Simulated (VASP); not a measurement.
# Y (I4/mmm) in VASP: a series of runs

Runs on Y. Level: LDA. Tasks: single point.

All numbers are computed with VASP 6.6.1; they aren't measurements. Logs are shortened: lines on timing, memory, paths and dates and some standing lists are left out, and cuts for length are marked.

## Step 1: The cell of the first run

It takes space group I4/mmm (No. 139, tetragonal). The conventional cell has a = 3.514 Å, b = 3.514 Å, c = 4.920 Å, α = 90.00°, β = 90.00°, γ = 90.00°. Y (site symmetry 4/mmm) has 12 Y at 3.50 to 3.51 Å within 4.6 Å.

## Step 2: Single point, LDA (zz strain of -1 %)

Input file INCAR:

```
SYSTEM = Y
PREC     = Accurate       ! precision mode
ENCUT    = 520            ! plane-wave cutoff, eV
EDIFF    = 1E-6           ! SCF threshold, eV
ISMEAR   = -1             ! smearing method
SIGMA    = 0.05           ! smearing width, eV
LREAL    = .False.        ! projectors in reciprocal space
LASPH    = .True.         ! aspherical terms in the spheres
NELM     = 100            ! most SCF steps
ALGO     = Normal         ! electronic algorithm
ISIF     = 2              ! what is computed and relaxed
LWAVE    = .False.        ! write WAVECAR
LCHARG   = .True.         ! write CHGCAR
LELF     = .True.         ! ELF
LVHAR    = .True.       
NBANDS   = 12             ! bands
```

Input file KPOINTS:

```
Automatic mesh
0
Gamma
  13 13 13
  0 0 0
```

Input file POSCAR:

```
Y
1.0
    0.0000000000      2.4850000000      2.4601500000
    2.4850000000      0.0000000000      2.4601500000
    2.4850000000      2.4850000000      0.0000000000
Y
1
Direct
    0.0000000000      0.0000000000      0.0000000000
```

Potentials or basis: VASP PAW LDA potentials, release 64 (Y_sv).

Started as:

```
> cat potpaw_LDA.64/Y_sv/POTCAR > POTCAR
> mpirun -np 1 vasp_std > vasp.out
```

OUTCAR:

```text
SYSTEM = Y
   PREC = Accurate
   ENCUT = 520
   EDIFF = 1E-6
   ISMEAR = -1
   LREAL = .False.
   LASPH = .True.
   NELM = 100
   ISIF = 2

 ion  position               nearest neighbor table
   1  0.000  0.000  0.000-

  LATTYP: Found a body centered tetragonal cell.
 ALAT       =     3.5143207025
 C/A-ratio  =     1.4000714267

  Lattice vectors:

 A1 = (   0.0000000000,  -2.4850000000,  -2.4601500000)
 A2 = (   0.0000000000,   2.4850000000,  -2.4601500000)
 A3 = (   2.4850000000,   0.0000000000,   2.4601500000)

Analysis of symmetry for initial positions (statically):
=====================================================================
 Subroutine PRICEL returns:
 Original cell was already a primitive cell.

 Routine SETGRP: Setting up the symmetry group for a
 body centered tetragonal supercell.

 Subroutine GETGRP returns: Found 16 space group operations
 (whereof 16 operations were pure point group operations)
 out of a pool of 16 trial point group operations.

The static configuration has the point symmetry D_4h.

Analysis of symmetry for dynamics (positions and initial velocities):
=====================================================================
 Subroutine PRICEL returns:
 Original cell was already a primitive cell.

 Routine SETGRP: Setting up the symmetry group for a
 body centered tetragonal supercell.

 Subroutine GETGRP returns: Found 16 space group operations
 (whereof 16 operations were pure point group operations)
 out of a pool of 16 trial point group operations.

The dynamic configuration has the point symmetry D_4h.

 Subroutine INISYM returns: Found 16 space group operations
 (whereof 16 operations are pure point group operations),
 and found     1 'primitive' translations

----------------------------------------------------------------------------------------

                                     Primitive cell

  volume of cell :      30.3840

  direct lattice vectors                    reciprocal lattice vectors
     0.000000000  2.485000000  2.460150000    -0.201207243  0.201207243  0.203239640
     2.485000000  0.000000000  2.460150000     0.201207243 -0.201207243  0.203239640
     2.485000000  2.485000000  0.000000000     0.201207243  0.201207243 -0.203239640

  length of vectors
     3.496793248  3.496793248  3.514320702     0.349678511  0.349678511  0.349678511

  position of ions in fractional coordinates (direct lattice)
     0.000000000  0.000000000  0.000000000

  ion indices of the primitive-cell ions
   primitive index   ion index
                 1           1
[... 75 lines left out ...]
   NSW    =      0    number of steps for IOM
   IBRION =     -1    ionic relax: 0-MD 1-quasi-New 2-CG
   NFREE  =      0    steps in history (QN), initial steepest desc. (CG)
   ISIF   =      2    stress and relaxation
   ISYM   =      2    0-nonsym 1-usesym 2-fastsym
   POTIM  = 0.5000    time-step for ionic-motion
   TEBEG  =    0.0;   TEEND  =   0.0 temperature during run
   PSTRESS=    0.0 pullay stress
   NELECT =      11.0000    total number of electrons
   NUPDOWN=      -1.0000    fix difference up-down
   EMIN   =  10.00;   EMAX   =-10.00  energy-range for DOS
   EFERMI =   0.00;   METHOD = LEGACY
   ISMEAR =    -1;   SIGMA  =   0.05  broadening in eV -4-tet -1-fermi 0-gaus
   EFERMI_NEDOS =   21; number of points for ismear=-14 and -15
   IALGO  =     38    algorithm
   IMIX   =      4    mixing-type and parameters
     AMIX     =   0.40;   BMIX     =  1.00
     AMIX_MAG =   1.60;   BMIX_MAG =  1.00
  volume/ion in A,a.u.               =      30.38       205.04
  Fermi-wavevector in a.u.,A,eV,Ry     =   1.166785  2.204904 18.522806  1.361388
  Thomas-Fermi vector in A             =   2.303294
   LORBIT       =      0    0 simple, 1 ext, 2 COOP (PROOUT), +10 PAW based schemes
   GGA     = CA    functional components
   LHFCALC =     F    Hartree Fock is set to
   AEXX    =    0.0000 exact exchange contribution
   IVDW    =     0    specifies the selected vdW correction
   LEPSILON=     F    determine dielectric tensor
   LRPA    =     F    only Hartree local field effects (RPA)
 non-spin polarized calculation
  energy-cutoff  :      520.00
  volume of cell :       30.38
 maximum number of plane-waves:       869
 NGX is ok and might be reduce to    28
   NGX = 13   NGY = 13   NGZ = 13

 number of electron      11.0000000 magnetization

 Free energy of the ion-electron system (eV)
  ---------------------------------------------------
  ext. energy  EPLUGINS =         0.00000000
  ---------------------------------------------------
  free energy    TOTEN  =        -6.94052331 eV

  energy without entropy =       -6.92873844  energy(sigma->0) =       -6.93463087

 E-fermi :   3.2601     XC(G=0):  -9.9463

 val. band max:        3.2583604055   @ k =   0.4615   0.0769   0.2308
 cond. band min:       3.2676295012   @ k =  -0.2308   0.2308   0.1538
 fundamental gap:      0.0092690957
 Fermi energy:         3.2600858320

 k-point     1 :       0.0000    0.0000    0.0000
  band No.  band energies     occupation
      1     -39.0236      2.00000
      2     -18.7820      2.00000
      3     -18.7820      2.00000
      4     -18.7806      2.00000
      5      -1.5755      2.00000
      6       5.0375      0.00000
      7       5.0375      0.00000
      8       5.1240      0.00000
      9       7.1702      0.00000
     10       7.2976      0.00000
     11      12.5013      0.00000
     12      15.8650      0.00000
[... 331 lines left out ...]
 k-point    24 :       0.4615    0.1538    0.0000
  band No.  band energies     occupation
      1     -38.9304      2.00000
      2     -19.4184      2.00000
      3     -18.9527      2.00000
      4     -18.9191      2.00000
      5       1.5412      2.00000
      6       3.4485      0.04516
      7       4.4847      0.00000
      8       5.4469      0.00000
      9       8.5462      0.00000
     10       8.9268      0.00000
     11      11.6766      0.00000
     12      13.9065      0.00000

 [... further k-points ...]
[... 5 lines left out ...]
  --------------------------------------------------------------------------------------
  -------------------------------------------------------------------------------------
  Total       -0.3084313     -0.3084313     -0.2466431      0.0000000     -0.0000000      0.0000000
  in kB      -16.2639000    -16.2639000    -13.0057439      0.0000000     -0.0000000      0.0000000
  external PRESSURE =     -15.1778480 kB  Pullay stress =       0.0000000 kB

 VOLUME and BASIS-vectors are now :
 -----------------------------------------------------------------------------
  energy-cutoff  :      520.00
  volume of cell :       30.38
      direct lattice vectors                 reciprocal lattice vectors
     0.000000000  2.485000000  2.460150000    -0.201207243  0.201207243  0.203239640
     2.485000000  0.000000000  2.460150000     0.201207243 -0.201207243  0.203239640
     2.485000000  2.485000000  0.000000000     0.201207243  0.201207243 -0.203239640

 POSITION                                       TOTAL-FORCE (eV/Angst)
 -----------------------------------------------------------------------------------
      0.00000      0.00000      0.00000         0.000000     -0.000000      0.000000
 -----------------------------------------------------------------------------------
    total drift:                               -0.000000     -0.000000     -0.000000

  FREE ENERGIE OF THE ION-ELECTRON SYSTEM (eV)
  ---------------------------------------------------
  free  energy   TOTEN  =        -6.9405233075 eV

  energy  without entropy=       -6.9287384411  energy(sigma->0) =       -6.93463087
```

Wall time 27 s (1 thread of Intel Xeon 6975P-C (Granite Rapids), shared host); peak memory 0.22 GiB.

Results:

- Free energy: -6.9405 eV
- Pressure: -1.5 GPa
- Band gap on the k mesh: zero (an odd number of electrons rules out a gap without spin polarisation)

Levels at points of the mesh, in eV from the Fermi level:
```tsv
k point	band 4	band 5	band 6	band 7	band 8	band 9
(0.00, 0.00, 0.00)	-22.04	-4.84	1.78	1.78	1.86	3.91
```

Caveat: the cell differs from its parent crystal (zz strain of -1 %).

## Step 3: Single point, LDA (zz strain of +1 %)

Input file INCAR:

```
SYSTEM = Y
ALGO = Normal ; EDIFF = 1E-7
ENCUT = 520 ; ISIF = 2
ISMEAR = -1 ; LASPH = .True.
LCHARG = .False. ; LREAL = .False.
LWAVE = .False. ; NBANDS = 12
NELM = 100 ; PREC = Accurate
SIGMA = 0.05
```

Input file KPOINTS:

```
k-points
0
Gamma
  13 13 13
  0 0 0
```

Input file POSCAR:

```
Y
1.0
    0.0000000000      2.4850000000      2.5098500000
    2.4850000000      0.0000000000      2.5098500000
    2.4850000000      2.4850000000      0.0000000000
Y
1
Direct
    0.0000000000      0.0000000000      0.0000000000
```

Potentials or basis: VASP PAW LDA potentials, release 64 (Y_sv).

Started as:

```
> cat potpaw_LDA.64/Y_sv/POTCAR > POTCAR
> mpirun -np 1 vasp_std > vasp.out
```

OUTCAR:

```text
SYSTEM = Y
   EDIFF = 1E-7
   ENCUT = 520
   ISIF = 2
   ISMEAR = -1
   LASPH = .True.
   LREAL = .False.
   NELM = 100
   PREC = Accurate

 ion  position               nearest neighbor table
   1  0.000  0.000  0.000-

  LATTYP: Found a body centered tetragonal cell.
 ALAT       =     3.5143207025
 C/A-ratio  =     1.4283556980

  Lattice vectors:

 A1 = (  -2.4850000000,   0.0000000000,   2.5098500000)
 A2 = (   2.4850000000,   0.0000000000,   2.5098500000)
 A3 = (   0.0000000000,   2.4850000000,  -2.5098500000)

Analysis of symmetry for initial positions (statically):
=====================================================================
 Subroutine PRICEL returns:
 Original cell was already a primitive cell.

 Routine SETGRP: Setting up the symmetry group for a
 body centered tetragonal supercell.

 Subroutine GETGRP returns: Found 16 space group operations
 (whereof 16 operations were pure point group operations)
 out of a pool of 16 trial point group operations.

The static configuration has the point symmetry D_4h.

Analysis of symmetry for dynamics (positions and initial velocities):
=====================================================================
[... 160 lines left out ...]
 Fermi energy:         3.1604670570

 k-point     1 :       0.0000    0.0000    0.0000
  band No.  band energies     occupation
      1     -39.1710      2.00000
      2     -18.9484      2.00000
      3     -18.9470      2.00000
      4     -18.9470      2.00000
      5      -1.6493      2.00000
      6       4.8868      0.00000
      7       4.9720      0.00000
      8       4.9720      0.00000
      9       6.9956      0.00000
     10       7.1212      0.00000
     11      12.3442      0.00000
     12      15.5826      0.00000
[... 331 lines left out ...]
 k-point    24 :       0.4615    0.1538    0.0000
  band No.  band energies     occupation
      1     -39.0866      2.00000
      2     -19.5393      2.00000
      3     -19.1154      2.00000
      4     -19.0657      2.00000
      5       1.4317      2.00000
      6       3.3381      0.05569
      7       4.2913      0.00000
      8       5.4092      0.00000
      9       8.3668      0.00000
     10       8.6672      0.00000
     11      11.3692      0.00000
     12      13.6212      0.00000

 [... further k-points ...]
[... 5 lines left out ...]
  --------------------------------------------------------------------------------------
  -------------------------------------------------------------------------------------
  Total       -0.4157931     -0.4157931     -0.4785502      0.0000000     -0.0000000      0.0000000
  in kB      -21.4910331    -21.4910331    -24.7347505      0.0000000     -0.0000000      0.0000000
  external PRESSURE =     -22.5722722 kB  Pullay stress =       0.0000000 kB

 VOLUME and BASIS-vectors are now :
 -----------------------------------------------------------------------------
  energy-cutoff  :      520.00
  volume of cell :       31.00
      direct lattice vectors                 reciprocal lattice vectors
     0.000000000  2.485000000  2.509850000    -0.201207243  0.201207243  0.199215093
     2.485000000  0.000000000  2.509850000     0.201207243 -0.201207243  0.199215093
     2.485000000  2.485000000  0.000000000     0.201207243  0.201207243 -0.199215093

 POSITION                                       TOTAL-FORCE (eV/Angst)
 -----------------------------------------------------------------------------------
      0.00000      0.00000      0.00000         0.000000      0.000000      0.000000
 -----------------------------------------------------------------------------------
    total drift:                               -0.000000     -0.000000     -0.000000

  FREE ENERGIE OF THE ION-ELECTRON SYSTEM (eV)
  ---------------------------------------------------
  free  energy   TOTEN  =        -6.9334416357 eV

  energy  without entropy=       -6.9214593009  energy(sigma->0) =       -6.92745047
```

OSZICAR:

```text
N       E                     dE             d eps       ncg     rms          rms(c)
DAV:   1     0.251279442303E+02    0.25128E+02   -0.55692E+03  4704   0.832E+02
DAV:   2    -0.579323374006E+01   -0.30921E+02   -0.30056E+02  5628   0.167E+02
DAV:   3    -0.709160384576E+01   -0.12984E+01   -0.12745E+01  6716   0.221E+01
DAV:   4    -0.712395896077E+01   -0.32355E-01   -0.32334E-01  5372   0.329E+00
DAV:   5    -0.712465920846E+01   -0.70025E-03   -0.70022E-03  6100   0.365E-01    0.228E+01
DAV:   6    -0.696637276967E+01    0.15829E+00   -0.18789E-01  5152   0.279E+00    0.139E+01
DAV:   7    -0.693752985409E+01    0.28843E-01   -0.25362E-01  5672   0.320E+00    0.110E+00
DAV:   8    -0.693348448283E+01    0.40454E-02   -0.29263E-02  5412   0.134E+00    0.155E-01
DAV:   9    -0.693344684993E+01    0.37633E-04   -0.86068E-04  5768   0.237E-01    0.615E-02
DAV:  10    -0.693344155104E+01    0.52989E-05   -0.47407E-05  5432   0.585E-02    0.176E-02
DAV:  11    -0.693344161523E+01   -0.64192E-07   -0.68993E-06  5492   0.232E-02    0.126E-02
DAV:  12    -0.693344163570E+01   -0.20473E-07   -0.78413E-07  5368   0.808E-03
   1 F= -.69334416E+01 E0= -.69274505E+01  d E =-.119823E-01
```

Wall time 27 s (1 thread of Intel Xeon 6975P-C (Granite Rapids), shared host); peak memory 0.22 GiB.

What came out:

| Quantity | Value |
| --- | --- |
| Free energy | -6.9334 eV |
| Pressure | -2.3 GPa |
| Band gap on the k mesh | zero (an odd number of electrons rules out a gap without spin polarisation) |

Levels at points of the mesh, in eV from the Fermi level:
| k point | band 3 | band 4 | band 5 | band 6 | band 7 | band 8 | band 9 | band 10 |
| --- | --- | --- | --- | --- | --- | --- | --- | --- |
| (0.00, 0.00, 0.00) | -22.11 | -22.11 | -4.81 | 1.73 | 1.81 | 1.81 | 3.84 | 3.96 |

Caveat: the cell differs from its parent crystal (zz strain of +1 %).

[end of part 1 of 2]
